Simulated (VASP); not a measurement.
# MgI2 (R3m) in VASP: further runs

The runs below take MgI2 through single point, with PBEsol, r2SCAN.

All numbers are computed with VASP 6.6.1; they aren't measurements. Logs are shortened: lines on timing, memory, paths and dates and some standing lists are left out, and cuts for length are marked.

**1. The cell of the first run**

Symmetry: R3m, No. 160, trigonal system. Conventional cell: a = 4.055 Å, b = 4.055 Å, c = 21.766 Å, α = 90.00°, β = 90.00°, γ = 120.00°. Mg (site symmetry 3m) has 6 I at 2.98 Å and 6 Mg at 4.05 Å within 4.1 Å. Within 4.1 Å of I (site symmetry 3m) lie 3 Mg at 2.98 Å and 7 I at 3.68 to 4.05 Å. I (site symmetry 3m) has 3 Mg at 2.98 Å and 7 I at 3.68 to 4.05 Å within 4.1 Å.

**2. Single point, PBEsol**

Contents of INCAR:

```
  PREC = Accurate
  ENCUT = 600
  EDIFF = 1E-6
  ISMEAR = -1
  SIGMA = 0.001
  LREAL = False
  LASPH = True
  NELM = 120
  ALGO = Normal
  ISIF = 2
  LWAVE = False
  LCHARG = False
  GGA = PS
  NBANDS = 15
  GGA_COMPAT = False
```

Contents of KPOINTS:

```
regular mesh
0
Gamma
  6 6 6
```

Contents of POSCAR:

```
MgI2
1.0
    2.0274773882      1.1705646158      7.2554234560
   -2.0274773882      1.1705646158      7.2554234560
    0.0000000000     -2.3411292317      7.2554234560
Mg I
1 2
Direct
   -0.0000100368     -0.0000100368     -0.0000100368
    0.4179194843      0.4179194843      0.4179194843
    0.2487572191      0.2487572191      0.2487572191
```

Potentials or basis: VASP PAW PBE potentials, release 64 (Mg, I).

The run is started by

```sh
cat potpaw_PBE.64/Mg/POTCAR potpaw_PBE.64/I/POTCAR > POTCAR
mpirun -np 1 vasp_std > vasp.out
```

OUTCAR:

```text
PREC = Accurate
   ENCUT = 600
   EDIFF = 1E-6
   ISMEAR = -1
   LREAL = False
   LASPH = True
   NELM = 120
   ISIF = 2
   GGA = PS

 ion  position               nearest neighbor table
   1  1.000  1.000  1.000-   3 2.98   3 2.98   3 2.98   2 2.98   2 2.98   2 2.98
   2  0.418  0.418  0.418-   1 2.98   1 2.98   1 2.98
   3  0.249  0.249  0.249-   1 2.98   1 2.98   1 2.98

  LATTYP: Found a trigonal (rhomboedric) cell.
 ALAT       =     7.6237822375
 COS(alpha) =     0.8585506133

  Lattice vectors:

 A1 = (   2.0274773882,   1.1705646158,   7.2554234560)
 A2 = (  -2.0274773882,   1.1705646158,   7.2554234560)
 A3 = (   0.0000000000,  -2.3411292317,   7.2554234560)

Analysis of symmetry for initial positions (statically):
=====================================================================
 Subroutine PRICEL returns:
 Original cell was already a primitive cell.

 Routine SETGRP: Setting up the symmetry group for a
 trigonal (rhombohedral) supercell.

 Subroutine GETGRP returns: Found  6 space group operations
 (whereof  6 operations were pure point group operations)
 out of a pool of 12 trial point group operations.

The static configuration has the point symmetry C_3v.

Analysis of symmetry for dynamics (positions and initial velocities):
=====================================================================
 Subroutine PRICEL returns:
 Original cell was already a primitive cell.

 Routine SETGRP: Setting up the symmetry group for a
 trigonal (rhombohedral) supercell.

 Subroutine GETGRP returns: Found  6 space group operations
 (whereof  6 operations were pure point group operations)
 out of a pool of 12 trial point group operations.

The dynamic configuration has the point symmetry C_3v.

 Subroutine INISYM returns: Found  6 space group operations
 (whereof  6 operations are pure point group operations),
 and found     1 'primitive' translations

----------------------------------------------------------------------------------------

                                     Primitive cell

  volume of cell :     103.3155

  direct lattice vectors                    reciprocal lattice vectors
     2.027477388  1.170564616  7.255423456     0.246611875  0.142381432  0.045942644
    -2.027477388  1.170564616  7.255423456    -0.246611875  0.142381432  0.045942644
     0.000000000 -2.341129232  7.255423456     0.000000000 -0.284762865  0.045942644

  length of vectors
     7.623782238  7.623782238  7.623782238     0.288445169  0.288445169  0.288445169

  position of ions in fractional coordinates (direct lattice)
     0.999989963  0.999989963  0.999989963
     0.417919484  0.417919484  0.417919484
     0.248757219  0.248757219  0.248757219

  ion indices of the primitive-cell ions
   primitive index   ion index
                 1           1
                 2           2
                 3           3

----------------------------------------------------------------------------------------

 KPOINTS: regular mesh

Automatic generation of k-mesh.
 Grid dimensions read from file:
 generate k-points for:    6    6    6

 Generating k-lattice:

  Cartesian coordinates                     Fractional coordinates (reciprocal lattice)
     0.041101979  0.023730239  0.007657107     0.166666667  0.000000000  0.000000000
    -0.041101979  0.023730239  0.007657107     0.000000000  0.166666667  0.000000000
     0.000000000 -0.047460477  0.007657107     0.000000000  0.000000000  0.166666667

  Length of vectors
     0.048074195  0.048074195  0.048074195

  Shift w.r.t. Gamma in fractional coordinates (k-lattice)
     0.000000000  0.000000000  0.000000000

 Subroutine IBZKPT returns following result:
 ===========================================

 Found     32 irreducible k-points:

 Following reciprocal coordinates:
            Coordinates               Weight
  0.000000  0.000000  0.000000      1.000000
  0.166667  0.000000  0.000000      6.000000
  0.333333 -0.000000 -0.000000      6.000000
  0.500000  0.000000 -0.000000      3.000000
  0.166667  0.166667  0.000000      6.000000
  0.333333  0.166667 -0.000000     12.000000
[... 16 lines left out ...]
  0.500000  0.500000  0.166667      6.000000
 -0.333333  0.500000  0.166667     12.000000
 [... further k-points ...]
   k-points           NKPTS =     32   k-points in BZ     NKDIM =     32   number of bands    NBANDS=     15
   number of dos      NEDOS =    301   number of ions     NIONS =      3
   total plane-waves  NPLWV = 262144
   dimension x,y,z NGX =    64 NGY =   64 NGZ =   64
   dimension x,y,z NGXF=   128 NGYF=  128 NGZF=  128
   ions per type =               1   2
   NGX,Y,Z   is equivalent  to a cutoff of  13.96, 13.96, 13.96 a.u.
   NGXF,Y,Z  is equivalent  to a cutoff of  27.91, 27.91, 27.91 a.u.
 SYSTEM =  unknown system
   PREC   = accura    normal or accurate (medium, high low for compatibility)
   ISTART =      0    job   : 0-new  1-cont  2-samecut
   ICHARG =      2    charge: 1-file 2-atom 10-const
   ISPIN  =      1    spin polarized calculation?
   LNONCOLLINEAR =      F non collinear calculations
   LSORBIT =      F    spin-orbit coupling
   LASPH  =      T    aspherical Exc in radial PAW
   ENCUT  =  600.0 eV  44.10 Ry    6.64 a.u.  15.23 15.23 15.23*2*pi/ulx,y,z
   NELM   =    120;   NELMIN=  2; NELMDL= -5     # of ELM steps
   EDIFF  = 0.1E-05   stopping-criterion for ELM
   LREAL  =      F    real-space projection
   EDIFFG = 0.1E-04   stopping-criterion for IOM
   NSW    =      0    number of steps for IOM
   IBRION =     -1    ionic relax: 0-MD 1-quasi-New 2-CG
   NFREE  =      0    steps in history (QN), initial steepest desc. (CG)
   ISIF   =      2    stress and relaxation
   ISYM   =      2    0-nonsym 1-usesym 2-fastsym
   POTIM  = 0.5000    time-step for ionic-motion
   TEBEG  =    0.0;   TEEND  =   0.0 temperature during run
   PSTRESS=    0.0 pullay stress
   NELECT =      16.0000    total number of electrons
   NUPDOWN=      -1.0000    fix difference up-down
   EMIN   =  10.00;   EMAX   =-10.00  energy-range for DOS
   EFERMI =   0.00;   METHOD = LEGACY
   ISMEAR =    -1;   SIGMA  =   0.00  broadening in eV -4-tet -1-fermi 0-gaus
   EFERMI_NEDOS =   21; number of points for ismear=-14 and -15
   IALGO  =     38    algorithm
   IMIX   =      4    mixing-type and parameters
     AMIX     =   0.40;   BMIX     =  1.00
     AMIX_MAG =   1.60;   BMIX_MAG =  1.00
  volume/ion in A,a.u.               =      34.44       232.40
  Fermi-wavevector in a.u.,A,eV,Ry     =   0.879143  1.661340 10.515847  0.772893
  Thomas-Fermi vector in A             =   1.999327
   LORBIT       =      0    0 simple, 1 ext, 2 COOP (PROOUT), +10 PAW based schemes
   GGA     = PS    functional components
   LHFCALC =     F    Hartree Fock is set to
   AEXX    =    0.0000 exact exchange contribution
   IVDW    =     0    specifies the selected vdW correction
   LEPSILON=     F    determine dielectric tensor
   LRPA    =     F    only Hartree local field effects (RPA)
 non-spin polarized calculation
  energy-cutoff  :      600.00
  volume of cell :      103.32
 maximum number of plane-waves:      3467
 NGX is ok and might be reduce to    64
   NGX = 31   NGY = 31   NGZ = 31

 number of electron      16.0000000 magnetization

 Free energy of the ion-electron system (eV)
  ---------------------------------------------------
  ext. energy  EPLUGINS =         0.00000000
  ---------------------------------------------------
  free energy    TOTEN  =        -7.95136501 eV

  energy without entropy =       -7.95136501  energy(sigma->0) =       -7.95136501

 E-fermi :   2.5939     XC(G=0):  -8.3652

 val. band max:        2.5648671986   @ k =   0.5000   0.5000   0.5000
 cond. band min:       5.2125843321   @ k =   0.0000   0.0000   0.0000
 fundamental gap:      2.6477171335
 Fermi energy:         2.5939078177

 k-point     1 :       0.0000    0.0000    0.0000
  band No.  band energies     occupation
      1      -9.8609      2.00000
      2      -9.2096      2.00000
      3      -1.6139      2.00000
      4       2.0952      2.00000
      5       2.0952      2.00000
      6       2.0955      2.00000
      7       2.4511      2.00000
      8       2.4511      2.00000
      9       5.2126      0.00000
     10       7.9517      0.00000
     11       8.8404      0.00000
     12       9.0325      0.00000
     13       9.0325      0.00000
     14      10.8994      0.00000
     15      10.8994      0.00000

 k-point     2 :       0.1667    0.0000    0.0000
  band No.  band energies     occupation
      1      -9.7160      2.00000
      2      -9.1018      2.00000
      3      -1.3816      2.00000
      4       0.8428      2.00000
      5       1.4226      2.00000
      6       1.8674      2.00000
      7       2.2290      2.00000
      8       2.2543      2.00000
      9       6.0885      0.00000
     10       7.8961      0.00000
     11       8.6494      0.00000
     12       9.0753      0.00000
     13       9.4384      0.00000
     14       9.8704      0.00000
     15      10.4335      0.00000

 k-point     3 :       0.3333   -0.0000   -0.0000
  band No.  band energies     occupation
      1      -9.3902      2.00000
      2      -8.8689      2.00000
      3      -1.0206      2.00000
      4      -0.5565      2.00000
      5       0.1461      2.00000
      6       1.4830      2.00000
      7       1.8375      2.00000
      8       2.2400      2.00000
      9       5.8938      0.00000
     10       6.4543      0.00000
     11       8.1687      0.00000
     12       9.1508      0.00000
     13       9.6506      0.00000
     14      10.7666      0.00000
     15      11.8014      0.00000
[... 343 lines left out ...]
 k-point    23 :       0.5000    0.5000    0.1667
  band No.  band energies     occupation
      1      -9.3062      2.00000
      2      -8.9734      2.00000
      3      -0.9955      2.00000
      4      -0.1268      2.00000
      5       0.1634      2.00000
      6       1.3278      2.00000
      7       1.4543      2.00000
      8       2.0406      2.00000
      9       5.9887      0.00000
     10       6.5790      0.00000
     11       8.3080      0.00000
     12       9.1847      0.00000
     13       9.6049      0.00000
     14      10.4317      0.00000
     15      11.8293      0.00000

 k-point    24 :      -0.3333    0.5000    0.1667
  band No.  band energies     occupation
      1      -9.1491      2.00000
      2      -8.8151      2.00000
      3      -1.1888      2.00000
      4      -0.3074      2.00000
      5       0.0762      2.00000
      6       0.5412      2.00000
      7       1.2911      2.00000
      8       1.7299      2.00000
      9       5.8078      0.00000
     10       6.8051      0.00000
     11       8.5324      0.00000
     12       9.0561      0.00000
     13       9.7560      0.00000
     14      10.7343      0.00000
     15      11.4367      0.00000

 [... further k-points ...]

------------------------ aborting loop because EDIFF is reached ----------------------------------------

  FORCE on cell =-STRESS in cart. coord.  units (eV):
  Direction    XX          YY          ZZ          XY          YZ          ZX
  --------------------------------------------------------------------------------------
  -------------------------------------------------------------------------------------
  Total       -0.2931001     -0.2931001     -0.1384084      0.0000000      0.0000000      0.0000000
  in kB       -4.5452846     -4.5452846     -2.1463848      0.0000000      0.0000000      0.0000000
  external PRESSURE =      -3.7456513 kB  Pullay stress =       0.0000000 kB

 VOLUME and BASIS-vectors are now :
 -----------------------------------------------------------------------------
  energy-cutoff  :      600.00
  volume of cell :      103.32
      direct lattice vectors                 reciprocal lattice vectors
     2.027477388  1.170564616  7.255423456     0.246611875  0.142381432  0.045942644
    -2.027477388  1.170564616  7.255423456    -0.246611875  0.142381432  0.045942644
     0.000000000 -2.341129232  7.255423456     0.000000000 -0.284762865  0.045942644

 POSITION                                       TOTAL-FORCE (eV/Angst)
 -----------------------------------------------------------------------------------
      0.00000     -0.00000     21.76605         0.000000     -0.000000      0.000108
      0.00000     -0.00000      9.09655         0.000000      0.000000     -0.065107
      0.00000     -0.00000      5.41452         0.000000     -0.000000      0.064999
 -----------------------------------------------------------------------------------
    total drift:                                0.000000      0.000000     -0.000349

  FREE ENERGIE OF THE ION-ELECTRON SYSTEM (eV)
  ---------------------------------------------------
  free  energy   TOTEN  =        -7.9513650082 eV

  energy  without entropy=       -7.9513650082  energy(sigma->0) =       -7.95136501
```

Run time: 2.8 min. Hardware: 1 thread of AMD EPYC 7R13 (Zen 3), shared host; peak memory 0.52 GiB.

Results:

| Quantity | Value |
| --- | --- |
| Free energy | -7.9514 eV |
| Pressure | -0.4 GPa |
| Largest force | 0.065 eV/Å |
| Band gap on the k mesh | 2.65 eV (least direct gap 2.76 eV) |

Forces on the atoms (eV/Å):
```
Mg   0.000  0.000  0.000
I    0.000  0.000 -0.065
I    0.000  0.000  0.065
```

Caveat: the PAW data sets were made with another functional, which shifts forces and pressure a little; spin-orbit coupling is left out, which moves the levels of the heavy elements.

[end of part 1 of 2]
